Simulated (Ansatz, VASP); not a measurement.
**One calculation of Na2S, two programs**

```
CELL_PARAMETERS angstrom
3.13622 3.13622 0.00000
-3.13622 3.13622 0.00000
0.00000 3.13622 3.13622
ATOMIC_POSITIONS crystal
Na 0.25000 0.75000 0.50000
Na 0.75000 0.25000 0.50000
S 0.00000 0.00000 0.00000
```

Alike in both runs: task single point; functional PBEsol; k mesh 6 × 6 × 6; no spin polarisation.

```csv
,VASP,Ansatz
version,VASP 6.6.1,Ansatz 0.2.0
potentials or method,"VASP PAW PBE potentials, release 64 (Na_pv, S), cutoff 500 eV","all-electron LAPW, scalar-relativistic"
occupations,"gaussian, width 0.01 eV",fixed
```

```tsv
	VASP	Ansatz	Ansatz less VASP
gap on the k mesh at the Fermi level (eV)	2.79	2.80	+0.006
pressure (GPa)	4.1	4.0	-0.09
```

VASP's potentials were made for PBE, not for PBEsol. Ansatz ran all-electron here, and VASP with PAW potentials.
